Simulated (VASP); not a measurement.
Here is a VASP 6.6.1 calculation.

Contents of INCAR:

```
  ALGO = Normal
  EDIFF = 1E-7
  EDIFFG = -0.04
  ENCUT = 600
  GGA = PE
  IBRION = 2
  ISIF = 3
  ISMEAR = 0
  ISPIN = 2
  LASPH = True
  LCHARG = False
  LMAXMIX = 4
  LORBIT = 11
  LREAL = False
  LWAVE = False
  MAGMOM = 3 0 0 0 0
  NELM = 150
  NSW = 90
  PREC = Accurate
  SIGMA = 0.1
```

KPOINTS

```
k-points
0
Gamma
  4 4 4
```

File POSCAR:

```
CrPtSe3
1.0
    4.7705110100      0.0000000000      0.0000000000
    0.0000000000      4.7705110100      0.0000000000
    0.0000000000      0.0000000000      4.7705110100
Cr Pt Se
1 1 3
Direct
    0.5000000000      0.5000000000      0.5000000000
    0.0000000000      0.0000000000      0.0000000000
    0.5000000000      0.0000000000      0.0000000000
    0.0000000000      0.5000000000      0.0000000000
    0.0000000000      0.0000000000      0.5000000000
```

Potentials or basis: VASP PAW PBE potentials, release 64 (Cr_pv, Pt, Se).

Run with:

```bash
$ cat potpaw_PBE.64/Cr_pv/POTCAR potpaw_PBE.64/Pt/POTCAR potpaw_PBE.64/Se/POTCAR > POTCAR
$ mpirun -np 1 vasp_std > vasp.out
```

(1) What does it give for the net moment?

(2) Predict the site moments.

(3) Estimate the space group after relaxing (to 0.05 Å).

Answers

(1) 2.94 μB per cell.

(2) Cr +4.05; Pt -0.19; Se -0.31 μB.

(3) Pm-3m (No. 221).

Caveat: a cell with one magnetic atom can't hold antiferromagnetic order, which such compounds often take.
